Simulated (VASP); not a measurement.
# AlN (P2_1) in VASP: a series of runs

Runs on AlN. Level: LDA. Tasks: single point.

All numbers are computed with VASP 6.6.1; they aren't measurements. Logs are shortened: lines on timing, memory, paths and dates and some standing lists are left out, and cuts for length are marked.

### Step 1. The cell of the first run

It takes space group P2_1 (No. 4, monoclinic). Conventional cell: a = 3.089 Å, b = 4.944 Å, c = 3.089 Å, α = 90.00°, β = 120.00°, γ = 90.00°. Within 2.5 Å of Al (site symmetry 1) lie 4 N at 1.87 to 1.89 Å. N (site symmetry 1) has 4 Al at 1.87 to 1.89 Å within 2.5 Å.

### Step 2. Single point, LDA (mode 4 frozen in at -0.069 Å and mode 5 at -0.017 Å (largest displacements))

INCAR

```
PREC = Accurate ; ENCUT = 520
EDIFF = 1E-6 ; ISMEAR = 0
SIGMA = 0.05 ; LREAL = F
LASPH = T ; NELM = 60
ALGO = Normal ; ISIF = 2
LWAVE = F ; LCHARG = F
NBANDS = 16
```

KPOINTS

```
Automatic mesh
0
Gamma
  9 9 6
```

POSCAR

```
AlN
1.0
    3.0887424016      0.0000000000      0.0000000000
   -1.5443712008      2.6749293856      0.0000000000
    0.0000000000      0.0000000000      4.9437688231
Al N
2 2
Direct
    0.3078438576      0.6602365904      0.0015212672
    0.6921561424      0.3397634096      0.5015212672
    0.3560784145      0.6724044311      0.3834787328
    0.6439215855      0.3275955689      0.8834787328
```

Potentials or basis: VASP PAW LDA potentials, release 64 (Al, N).

The run is started by

```bash
$ cat potpaw_LDA.64/Al/POTCAR potpaw_LDA.64/N/POTCAR > POTCAR
$ mpirun -np 1 vasp_std > vasp.out
```

OUTCAR:

```text
PREC = Accurate
   ENCUT = 520
   EDIFF = 1E-6
   ISMEAR = 0
   LREAL = F
   LASPH = T
   NELM = 60
   ISIF = 2

 ion  position               nearest neighbor table
   1  0.308  0.660  0.002-   4 1.87   4 1.88   4 1.88   3 1.89   2 2.97   2 2.97   2 3.07   2 3.07
                             2 3.11   2 3.11
   2  0.692  0.340  0.502-   3 1.87   3 1.88   3 1.88   4 1.89   1 2.97   1 2.97   1 3.07   1 3.07
                             1 3.11   1 3.11
   3  0.356  0.672  0.383-   2 1.87   2 1.88   2 1.88   1 1.89
   4  0.644  0.328  0.883-   1 1.87   1 1.88   1 1.88   2 1.89

  LATTYP: Found a hexagonal cell.
 ALAT       =     3.0887424016
 C/A-ratio  =     1.6005766038

  Lattice vectors:

 A1 = (   3.0887424016,   0.0000000000,   0.0000000000)
 A2 = (  -1.5443712008,   2.6749293856,   0.0000000000)
 A3 = (   0.0000000000,   0.0000000000,   4.9437688231)

Analysis of symmetry for initial positions (statically):
=====================================================================
 Subroutine PRICEL returns:
 Original cell was already a primitive cell.

 Routine SETGRP: Setting up the symmetry group for a
 hexagonal supercell.

 Subroutine GETGRP returns: Found  2 space group operations
 (whereof  1 operations were pure point group operations)
 out of a pool of 24 trial point group operations.

The static configuration has the point symmetry C_1 .
 The point group associated with its full space group is C_2 .

Analysis of symmetry for dynamics (positions and initial velocities):
=====================================================================
 Subroutine PRICEL returns:
 Original cell was already a primitive cell.

 Routine SETGRP: Setting up the symmetry group for a
 hexagonal supercell.

 Subroutine GETGRP returns: Found  2 space group operations
 (whereof  1 operations were pure point group operations)
 out of a pool of 24 trial point group operations.

The dynamic configuration has the point symmetry C_1 .
 The point group associated with its full space group is C_2 .

 Subroutine INISYM returns: Found  2 space group operations
 (whereof  1 operations are pure point group operations),
 and found     1 'primitive' translations

----------------------------------------------------------------------------------------

                                     Primitive cell

  volume of cell :      40.8462

  direct lattice vectors                    reciprocal lattice vectors
     3.088742402  0.000000000  0.000000000     0.323756361  0.186920822  0.000000000
    -1.544371201  2.674929386  0.000000000     0.000000000  0.373841644  0.000000000
     0.000000000  0.000000000  4.943768823     0.000000000  0.000000000  0.202274830

  length of vectors
     3.088742402  3.088742402  4.943768823     0.373841644  0.373841644  0.202274830

  position of ions in fractional coordinates (direct lattice)
     0.307843858  0.660236590  0.001521267
     0.692156142  0.339763410  0.501521267
     0.356078414  0.672404431  0.383478733
     0.643921586  0.327595569  0.883478733

  ion indices of the primitive-cell ions
   primitive index   ion index
                 1           1
                 2           2
                 3           3
                 4           4

----------------------------------------------------------------------------------------

 KPOINTS: Automatic mesh

Automatic generation of k-mesh.
 Grid dimensions read from file:
 generate k-points for:    9    9    6

 Generating k-lattice:

  Cartesian coordinates                     Fractional coordinates (reciprocal lattice)
     0.035972929  0.020768980  0.000000000     0.111111111 -0.000000000  0.000000000
     0.000000000  0.041537960  0.000000000     0.000000000  0.111111111  0.000000000
     0.000000000  0.000000000  0.033712472     0.000000000  0.000000000  0.166666667

  Length of vectors
     0.041537960  0.041537960  0.033712472

  Shift w.r.t. Gamma in fractional coordinates (k-lattice)
     0.000000000  0.000000000  0.000000000

 Subroutine IBZKPT returns following result:
 ===========================================

 Found    164 irreducible k-points:

 Following reciprocal coordinates:
            Coordinates               Weight
  0.000000  0.000000  0.000000      1.000000
  0.111111  0.000000  0.000000      2.000000
  0.000000  0.111111  0.000000      2.000000
 -0.111111  0.111111  0.000000      2.000000
  0.222222 -0.000000  0.000000      2.000000
  0.000000  0.222222  0.000000      2.000000
[... 16 lines left out ...]
  0.333333  0.111111  0.000000      2.000000
 -0.111111  0.444444  0.000000      2.000000
 [... further k-points ...]
   k-points           NKPTS =    164   k-points in BZ     NKDIM =    164   number of bands    NBANDS=     16
   number of dos      NEDOS =    301   number of ions     NIONS =      4
   total plane-waves  NPLWV =  23040
   dimension x,y,z NGX =    24 NGY =   24 NGZ =   40
   dimension x,y,z NGXF=    48 NGYF=   48 NGZF=   80
   ions per type =               2   2
   NGX,Y,Z   is equivalent  to a cutoff of  12.92, 12.92, 13.45 a.u.
   NGXF,Y,Z  is equivalent  to a cutoff of  25.84, 25.84, 26.90 a.u.
 SYSTEM =  unknown system
   PREC   = accura    normal or accurate (medium, high low for compatibility)
   ISTART =      0    job   : 0-new  1-cont  2-samecut
   ICHARG =      2    charge: 1-file 2-atom 10-const
   ISPIN  =      1    spin polarized calculation?
   LNONCOLLINEAR =      F non collinear calculations
   LSORBIT =      F    spin-orbit coupling
   LASPH  =      T    aspherical Exc in radial PAW
   ENCUT  =  520.0 eV  38.22 Ry    6.18 a.u.   5.74  5.74  9.19*2*pi/ulx,y,z
   NELM   =     60;   NELMIN=  2; NELMDL= -5     # of ELM steps
   EDIFF  = 0.1E-05   stopping-criterion for ELM
   LREAL  =      F    real-space projection
   EDIFFG = 0.1E-04   stopping-criterion for IOM
   NSW    =      0    number of steps for IOM
   IBRION =     -1    ionic relax: 0-MD 1-quasi-New 2-CG
   NFREE  =      0    steps in history (QN), initial steepest desc. (CG)
   ISIF   =      2    stress and relaxation
   ISYM   =      2    0-nonsym 1-usesym 2-fastsym
   POTIM  = 0.5000    time-step for ionic-motion
   TEBEG  =    0.0;   TEEND  =   0.0 temperature during run
   PSTRESS=    0.0 pullay stress
   NELECT =      16.0000    total number of electrons
   NUPDOWN=      -1.0000    fix difference up-down
   EMIN   =  10.00;   EMAX   =-10.00  energy-range for DOS
   EFERMI =   0.00;   METHOD = LEGACY
   ISMEAR =     0;   SIGMA  =   0.05  broadening in eV -4-tet -1-fermi 0-gaus
   EFERMI_NEDOS =   21; number of points for ismear=-14 and -15
   IALGO  =     38    algorithm
   IMIX   =      4    mixing-type and parameters
     AMIX     =   0.40;   BMIX     =  1.00
     AMIX_MAG =   1.60;   BMIX_MAG =  1.00
  volume/ion in A,a.u.               =      10.21        68.91
  Fermi-wavevector in a.u.,A,eV,Ry     =   1.197836  2.263582 19.521797  1.434812
  Thomas-Fermi vector in A             =   2.333741
   LORBIT       =      0    0 simple, 1 ext, 2 COOP (PROOUT), +10 PAW based schemes
   GGA     = CA    functional components
   LHFCALC =     F    Hartree Fock is set to
   AEXX    =    0.0000 exact exchange contribution
   IVDW    =     0    specifies the selected vdW correction
   LEPSILON=     F    determine dielectric tensor
   LRPA    =     F    only Hartree local field effects (RPA)
 non-spin polarized calculation
 Gauss-broadening in eV      SIGMA  =   0.05
  energy-cutoff  :      520.00
  volume of cell :       40.85
 maximum number of plane-waves:      1118
   NGX = 11   NGY = 11   NGZ = 19

 number of electron      15.9999999 magnetization

 Free energy of the ion-electron system (eV)
  ---------------------------------------------------
  ext. energy  EPLUGINS =         0.00000000
  ---------------------------------------------------
  free energy    TOTEN  =       -32.80023684 eV

  energy without entropy =      -32.80023684  energy(sigma->0) =      -32.80023684

 E-fermi :   6.3660     XC(G=0): -11.3451

 val. band max:        6.1496256517   @ k =   0.0000   0.0000   0.0000
 cond. band min:      10.5106934287   @ k =   0.0000   0.0000   0.0000
 fundamental gap:      4.3610677770
 Fermi energy:         6.3659933687

 k-point     1 :       0.0000    0.0000    0.0000
  band No.  band energies     occupation
      1      -9.0540      2.00000
      2      -6.7579      2.00000
      3      -0.0330      2.00000
      4       5.2004      2.00000
      5       5.2607      2.00000
      6       5.7719      2.00000
[... 8 lines left out ...]
     15      19.2949      0.00000
     16      19.5328      0.00000

 k-point     2 :       0.1111    0.0000    0.0000
  band No.  band energies     occupation
      1      -8.8903      2.00000
      2      -6.6619      2.00000
      3       0.1562      2.00000
      4       4.4939      2.00000
      5       5.0147      2.00000
      6       5.1554      2.00000
[... 8 lines left out ...]
     15      19.1073      0.00000
     16      19.3953      0.00000

 k-point     3 :       0.0000    0.1111    0.0000
  band No.  band energies     occupation
      1      -8.8895      2.00000
      2      -6.6645      2.00000
      3       0.1583      2.00000
      4       4.5131      2.00000
      5       5.0264      2.00000
      6       5.2237      2.00000
[... 8 lines left out ...]
     15      19.0242      0.00000
     16      19.3267      0.00000

 k-point     4 :      -0.1111    0.1111    0.0000
  band No.  band energies     occupation
      1      -8.8891      2.00000
      2      -6.6655      2.00000
      3       0.1590      2.00000
      4       4.5114      2.00000
      5       5.0337      2.00000
      6       5.2571      2.00000
[... 8 lines left out ...]
     15      19.0534      0.00000
     16      19.3457      0.00000
[... 324 lines left out ...]
 k-point    22 :       0.3333   -0.1111    0.0000
  band No.  band energies     occupation
      1      -7.9992      2.00000
      2      -6.2450      2.00000
      3       1.2237      2.00000
      4       2.1582      2.00000
      5       2.9926      2.00000
      6       4.3149      2.00000
[... 8 lines left out ...]
     15      18.8754      0.00000
     16      20.0261      0.00000

 k-point    23 :       0.3333    0.1111    0.0000
  band No.  band energies     occupation
      1      -7.3236      2.00000
      2      -6.0869      2.00000
      3       0.9331      2.00000
      4       2.1094      2.00000
      5       2.3095      2.00000
      6       3.7361      2.00000
[... 8 lines left out ...]
     15      18.8362      0.00000
     16      20.9313      0.00000

 k-point    24 :      -0.1111    0.4444    0.0000
  band No.  band energies     occupation
      1      -7.2861      2.00000
      2      -6.1591      2.00000
      3       1.1371      2.00000
      4       2.1692      2.00000
      5       2.2793      2.00000
      6       3.6668      2.00000
[... 8 lines left out ...]
     15      18.5089      0.00000
     16      20.8808      0.00000

 [... further k-points ...]
[... 5 lines left out ...]
  --------------------------------------------------------------------------------------
  -------------------------------------------------------------------------------------
  Total        0.0253038      0.1687178      0.1454172     -0.0851535      0.0000000      0.0000000
  in kB        0.9925327      6.6178882      5.7039283     -3.3401116      0.0000000      0.0000000
  external PRESSURE =       4.4381164 kB  Pullay stress =       0.0000000 kB

 VOLUME and BASIS-vectors are now :
 -----------------------------------------------------------------------------
  energy-cutoff  :      520.00
  volume of cell :       40.85
      direct lattice vectors                 reciprocal lattice vectors
     3.088742402  0.000000000  0.000000000     0.323756361  0.186920822  0.000000000
    -1.544371201  2.674929386  0.000000000     0.000000000  0.373841644  0.000000000
     0.000000000  0.000000000  4.943768823     0.000000000  0.000000000  0.202274830

 POSITION                                       TOTAL-FORCE (eV/Angst)
 -----------------------------------------------------------------------------------
     -0.06880      1.76609      0.00752         0.403555      0.119277      0.036380
      1.61317      0.90884      2.47941        -0.403555     -0.119277      0.036380
      0.06139      1.79863      1.89583        -0.174216     -0.035833     -0.036380
      1.48298      0.87630      4.36771         0.174216      0.035833     -0.036380
 -----------------------------------------------------------------------------------
    total drift:                               -0.000000     -0.000000     -0.000488

  FREE ENERGIE OF THE ION-ELECTRON SYSTEM (eV)
  ---------------------------------------------------
  free  energy   TOTEN  =       -32.8002368450 eV

  energy  without entropy=      -32.8002368450  energy(sigma->0) =      -32.80023684
```

Run time: 1.7 min. Hardware: 1 thread of AMD EPYC 7R43 (Zen 3), shared host; peak memory 0.17 GiB.

Results:

* Free energy: -32.8002 eV
* Pressure: 0.4 GPa
* Largest force: 0.422 eV/Å
* Band gap on the k mesh: 4.36 eV, direct

Forces on the atoms (eV/Å):
```
Al   0.404  0.119  0.036
Al  -0.404 -0.119  0.036
N   -0.174 -0.036 -0.036
N    0.174  0.036 -0.036
```

Levels at points of the mesh, in eV from the valence-band top:
```csv
k point,band 4,band 5,band 6,band 7,band 8,band 9,band 10,band 11,band 12,band 13
"(0.00, 0.00, 0.00)",-0.95,-0.89,-0.38,-0.15,0.00,4.36,6.69,10.55,10.79,11.38
"(0.00, 0.00, 0.50)",-3.40,-0.63,-0.63,-0.57,-0.57,6.54,6.54,10.26,10.26,11.37
```

Caveat: the cell differs from its parent crystal (mode 4 frozen in at -0.069 Å and mode 5 at -0.017 Å (largest displacements)). A k mesh can miss the band edges.

### Step 3. Single point, LDA (mode 4 frozen in at -0.086 Å and mode 5 at +0.034 Å (largest displacements))

INCAR

```
SYSTEM = AlN
PREC = Accurate ; ENCUT = 520
EDIFF = 1E-7 ; ISMEAR = 0
SIGMA = 0.05 ; LREAL = .False.
LASPH = .True. ; NELM = 80
ALGO = Normal ; ISIF = 2
LWAVE = .False. ; LCHARG = .True.
GGA = CA ; LELF = .True.
LVHAR = .True. ; NBANDS = 16
```

KPOINTS

```
regular mesh
0
Gamma
  9 9 6
  0 0 0
```

POSCAR

```
AlN
1.0
    3.0887424016      0.0000000000      0.0000000000
   -1.5443712008      2.6749293856      0.0000000000
    0.0000000000      0.0000000000      4.9437688231
Al N
2 2
Direct
    0.3119203626      0.6795268192      0.0015212672
    0.6880796374      0.3204731808      0.5015212672
    0.3524408176      0.6551911379      0.3834787328
    0.6475591824      0.3448088621      0.8834787328
```

Potentials or basis: VASP PAW LDA potentials, release 64 (Al, N).

The run is started by

```bash
$ cat potpaw_LDA.64/Al/POTCAR potpaw_LDA.64/N/POTCAR > POTCAR
$ mpirun -np 1 vasp_std > vasp.out
```

Wall time 2.2 min (1 thread of AMD EPYC 7R43 (Zen 3), shared host); peak memory 0.17 GiB.

It converged, with:

- Free energy: -32.7737 eV
- Pressure: 0.4 GPa
- Largest force: 0.495 eV/Å
- Band gap on the k mesh: 4.32 eV, direct

Forces in eV/Å, atoms in the order of the input:
```
Al   0.462 -0.167  0.062
Al  -0.462  0.167  0.062
N   -0.236  0.102 -0.062
N    0.236 -0.102 -0.062
```

Stress tensor (GPa, compression positive):
```
0.06 0.02 0.00
0.02 0.48 0.00
0.00 0.00 0.55
```

Levels at points of the mesh, in eV from the valence-band top:
| k point | band 4 | band 5 | band 6 | band 7 | band 8 | band 9 | band 10 | band 11 | band 12 | band 13 |
| --- | --- | --- | --- | --- | --- | --- | --- | --- | --- | --- |
| (0.00, 0.00, 0.00) | -0.99 | -0.89 | -0.42 | -0.16 | 0.00 | 4.32 | 6.66 | 10.46 | 10.76 | 11.41 |
| (0.00, 0.00, 0.50) | -3.41 | -0.65 | -0.65 | -0.58 | -0.58 | 6.50 | 6.50 | 10.23 | 10.23 | 11.32 |

Caveat: the cell differs from its parent crystal (mode 4 frozen in at -0.086 Å and mode 5 at +0.034 Å (largest displacements)).

### Step 4. Single point, LDA (mode 4 frozen in at -0.017 Å and mode 5 at +0.069 Å (largest displacements))

INCAR

```
PREC = Accurate
ENCUT = 520
EDIFF = 1E-6
ISMEAR = 0
SIGMA = 0.05
LREAL = F
LASPH = T
NELM = 60
ALGO = Normal
ISIF = 2
LWAVE = F
LCHARG = F
GGA = CA
NBANDS = 16
```

KPOINTS

```
regular mesh
0
Gamma
  9 9 6
```

POSCAR

```
AlN
1.0
    3.0887424016      0.0000000000      0.0000000000
   -1.5443712008      2.6749293856      0.0000000000
    0.0000000000      0.0000000000      4.9437688231
Al N
2 2
Direct
    0.3406248765      0.6923869718      0.0015212672
    0.6593751235      0.3076130282      0.5015212672
    0.3268268543      0.6437156091      0.3834787328
    0.6731731457      0.3562843909      0.8834787328
```

The run is started by

```bash
$ cat potpaw_LDA.64/Al/POTCAR potpaw_LDA.64/N/POTCAR > POTCAR
$ mpirun -np 1 vasp_std > vasp.out
```

Wall time 1.7 min (1 thread of AMD EPYC 7R43 (Zen 3), shared host); peak memory 0.17 GiB.

It converged, with:

```
Free energy            : -32.8002 eV
Pressure               : 0.4 GPa
Largest force          : 0.424 eV/Å
Band gap on the k mesh : 4.36 eV, direct
```

Forces on the atoms (eV/Å):
```
Al   0.087 -0.413  0.036
Al  -0.087  0.413  0.036
N   -0.050  0.170 -0.036
N    0.050 -0.170 -0.036
```

Stress tensor (GPa, compression positive):
```
 0.82  0.07  0.00
 0.07 -0.06  0.00
 0.00  0.00  0.57
```

Levels at points of the mesh, in eV from the valence-band top:
```csv
k point,band 6,band 7,band 8,band 9,band 10,band 11
"(0.00, 0.00, 0.00)",-0.38,-0.15,0.00,4.36,6.69,10.55
"(0.00, 0.00, 0.50)",-0.63,-0.57,-0.57,6.54,6.54,10.26
```

Caveat: the cell differs from its parent crystal (mode 4 frozen in at -0.017 Å and mode 5 at +0.069 Å (largest displacements)).
